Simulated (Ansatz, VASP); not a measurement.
# Two plane-wave programs on AlIn3Sb2

The input INCAR:

```
PREC     = Accurate       # precision mode
ENCUT    = 520            # plane-wave cutoff, eV
EDIFF    = 1E-7           # SCF threshold, eV
ISMEAR   = 0              # smearing method
SIGMA    = 0.1            # smearing width, eV
LREAL    = F              # projectors in reciprocal space
LASPH    = T              # aspherical terms in the spheres
NELM     = 80             # most SCF steps
ALGO     = Fast           # electronic algorithm
ISIF     = 2              # what is computed and relaxed
LWAVE    = F              # write WAVECAR
LCHARG   = F              # write CHGCAR
GGA      = PE             # functional
NBANDS   = 35             # bands
```

KPOINTS

```
regular mesh
0
Gamma
  6 6 2
```

Contents of POSCAR:

```
AlIn3Sb2
1.0
    4.4227481600      0.0000000000      0.0000000000
   -2.2113740800      3.8302122600      0.0000000000
    0.0000000000      0.0000000000      8.8581143100
Al In Sb
1 3 2
Direct
    0.0000000000      0.0000000000      0.0000000000
    0.0000000000      0.0000000000      0.5000000000
    0.3333333300      0.6666666700      0.0000000000
    0.3333333300      0.6666666700      0.5000000000
    0.6666666700      0.3333333300      0.2376510100
    0.6666666700      0.3333333300      0.7623489900
```

Input for Ansatz:

```yaml
crystal:
  lattice:
    - [4.42274816, 0.0, 0.0]
    - [-2.21137408, 3.83021226, 0.0]
    - [0.0, 0.0, 8.85811431]
  atoms:
    - { symbol: Al, position: [0.0, 0.0, 0.0] }
    - { symbol: In, position: [0.0, 0.0, 0.5] }
    - { symbol: In, position: [0.33333333, 0.66666667, 0.0] }
    - { symbol: In, position: [0.33333333, 0.66666667, 0.5] }
    - { symbol: Sb, position: [0.66666667, 0.33333333, 0.23765101] }
    - { symbol: Sb, position: [0.66666667, 0.33333333, 0.76234899] }
basis:
  ecutwfc: 420
kpoints:
  mp_grid: { grid: [6, 6, 2] }
hamiltonian:
  xc: pbe
scf:
  occupations: { method: gaussian, width: 0.1 }
  lower_state_search: "off"
output:
  forces: true
  stress: true
  eigenvalues: true
```

Change from the starting cell: species swapped into the Ce2CoSi3 type (P-6m2, No. 187).

Alike in both runs: task single point; functional PBE; k mesh 6 × 6 × 2; occupations gaussian, width 0.1 eV; no spin polarisation.

|  | VASP | Ansatz |
| --- | --- | --- |
| version | VASP 6.6.1 | Ansatz 0.2.0 |
| potentials or method | VASP PAW PBE potentials, release 64 (Al, In_d, Sb), cutoff 520 eV | scalar-relativistic, plane waves, PAW |
| valence electrons in the cell | 52 | 72 |

Ansatz gave:

* gap on the k mesh at the Fermi level (eV): none
* pressure (GPa): 9.3
* traceless stress, the component that is largest in VASP (GPa): -9.79
* rms of the force components (eV/Å): 0.092

Problem. Estimate VASP's values.

Solution. gap on the k mesh at the Fermi level (eV): none; pressure (GPa): 9.2; traceless stress, the component that is largest in VASP (GPa): -9.78; rms of the force components (eV/Å): 0.091.

Atom by atom the forces differ by 0.001 eV/Å (rms over components). A gap of «none» marks a metal or a gap that the smearing closes. VASP's potentials hold 52 valence electrons a cell and Ansatz's 72, so a difference there can come from the potentials and not from the codes.

Spin-orbit coupling is off throughout.
